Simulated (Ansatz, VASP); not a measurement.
One calculation of ZrO2, two programs

POSCAR

```
ZrO2
1.0
    3.6010285391      0.0000000000      0.0000000000
    0.0000000000      3.6010285391      0.0000000000
    0.0000000000      0.0000000000      5.1748882163
Zr O
2 4
Direct
    0.0000000000      0.0000000000      0.0000000000
    0.5000000000      0.5000000000      0.5000000000
    0.0000000000      0.5000000000      0.3000278367
    0.0000000000      0.5000000000      0.8000278367
    0.5000000000      0.0000000000      0.6999721633
    0.5000000000      0.0000000000      0.1999721633
```

The input INCAR.step1:

```
SYSTEM = ZrO2
  PREC = Accurate
  ENCUT = 520
  EDIFF = 1E-5
  ISMEAR = 0
  SIGMA = 0.01
  LREAL = .False.
  LASPH = .True.
  NELM = 120
  ALGO = Normal
  ISIF = 2
  LWAVE = .True.
  NBANDS = 33
  GGA = PE
  GGA_COMPAT = .False.
  KPAR = 4
```

Contents of INCAR.step2:

```
SYSTEM = ZrO2
  PREC = Accurate
  ENCUT = 520
  EDIFF = 1E-6
  ISMEAR = 0
  SIGMA = 0.01
  LREAL = .False.
  LASPH = .True.
  NELM = 120
  ALGO = Normal
  ISIF = 2
  LWAVE = .False.
  LCHARG = .True.
  GGA = PE
  LHFCALC = .True.
  HFSCREEN = 0.2079
  PRECFOCK = Normal
  LVHAR = .True.
  NBANDS = 33
  ISTART = 1
  GGA_COMPAT = .False.
  KPAR = 4
```

File KPOINTS:

```
regular mesh
0
Gamma
  4 4 4
  0 0 0
```

Input for Ansatz:

```yaml
crystal:
  lattice:
    - [3.6010285391, 0.0, 0.0]
    - [0.0, 3.6010285391, 0.0]
    - [0.0, 0.0, 5.1748882163]
  atoms:
    - { symbol: Zr, position: [0.0, 0.0, 0.0] }
    - { symbol: Zr, position: [0.5, 0.5, 0.5] }
    - { symbol: O, position: [0.0, 0.5, 0.3000278367] }
    - { symbol: O, position: [0.0, 0.5, 0.8000278367] }
    - { symbol: O, position: [0.5, 0.0, 0.6999721633] }
    - { symbol: O, position: [0.5, 0.0, 0.1999721633] }
kpoints:
  mp_grid: { grid: [4, 4, 4] }
  band_path:
    path:
      - [0.0, 0.0, 0.0]
      - [0.0, 0.5, 0.0]
      - [0.5, 0.5, 0.0]
      - [0.0, 0.0, 0.5]
      - [0.0, 0.5, 0.5]
      - [0.5, 0.5, 0.5]
      - [0.213542, 0.21875, 0.0]
    npoints: 1
hamiltonian:
  xc: hse06
scf:
  occupations: { method: fixed }
  n_extra_bands: 5
output:
  forces: true
  stress: true
  eigenvalues: true
  write_density: true
  write_potential: true
  elf: true
  volumetric_format: npy
```

Change from the starting cell: uniaxial_z strain -1.0%.

Alike in both runs: task single point; functional HSE06; k mesh 4 × 4 × 4; no spin polarisation.

```csv
,VASP,Ansatz
version,VASP 6.6.1,Ansatz 0.2.0
potentials or method,"VASP PAW PBE potentials, release 64 (Zr_sv, O)","plane waves, PAW"
plane-wave cutoff (eV),520,420
occupations,"gaussian, width 0.01 eV",fixed
valence electrons in the cell,48,48
```

|  | VASP | Ansatz | Ansatz less VASP |
| --- | --- | --- | --- |
| gap on the k mesh at the Fermi level (eV) | 5.64 | 5.65 | +0.010 |
| pressure (GPa) | -0.6 | -1.2 | -0.54 |
| traceless stress, the component that is largest in VASP (GPa) | 1.68 | 1.78 | +0.097 |
| rms of the force components (eV/Å) | 0.001 | 0.012 | +0.0114 |

Atom by atom the forces differ by 0.011 eV/Å (rms over components). Ansatz's warnings: stress exchange threshold loose, stress scf threshold loose.

The k mesh is coarse, so the values compare programs but aren't converged.
